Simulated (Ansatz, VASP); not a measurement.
## Ge2Sb2Te5 in VASP and in Ansatz

```xyz
9
Lattice="3.9655 0.0000 0.0000 -1.9828 3.4342 0.0000 0.0000 0.0000 17.1822" Properties=species:S:1:pos:R:3 pbc="T T T"
Ge    0.0000    0.0000    5.6954
Ge    0.0000    0.0000   11.4868
Sb    0.0000    2.2895    1.9271
Sb    1.9828    1.1447   15.2551
Te    0.0000    0.0000    0.0000
Te    0.0000    2.2895   13.5973
Te    1.9828    1.1447    3.5849
Te    0.0000    2.2895    7.0404
Te    1.9828    1.1447   10.1418
```

Alike in both runs: task single point; functional PBE; k mesh 9 × 9 × 2; occupations gaussian, width 0.03 eV; no spin polarisation.

|  | VASP | Ansatz |
| --- | --- | --- |
| version | VASP 6.6.1 | Ansatz 0.2.0 |
| potentials or method | VASP PAW PBE potentials, release 64 (Ge_d, Sb, Te), cutoff 520 eV | scalar-relativistic, plane waves, PAW |
| valence electrons in the cell | 68 | 138 |

Ansatz gave:

| Item | Value |
| --- | --- |
| gap on the k mesh at the Fermi level (eV) | none |
| pressure (GPa) | 13.9 |
| traceless stress, the component that is largest in VASP (GPa) | -0.85 |
| rms of the force components (eV/Å) | 0.638 |

Q: Which values does VASP return?

A: gap on the k mesh at the Fermi level (eV): none; pressure (GPa): 14.0; traceless stress, the component that is largest in VASP (GPa): -0.84; rms of the force components (eV/Å): 0.658.

Atom by atom the forces differ by 0.021 eV/Å (rms over components). A gap of «none» marks a metal or a gap that the smearing closes. VASP's potentials hold 68 valence electrons a cell and Ansatz's 138, so a difference there can come from the potentials and not from the codes.

Neither program's run includes spin-orbit coupling.
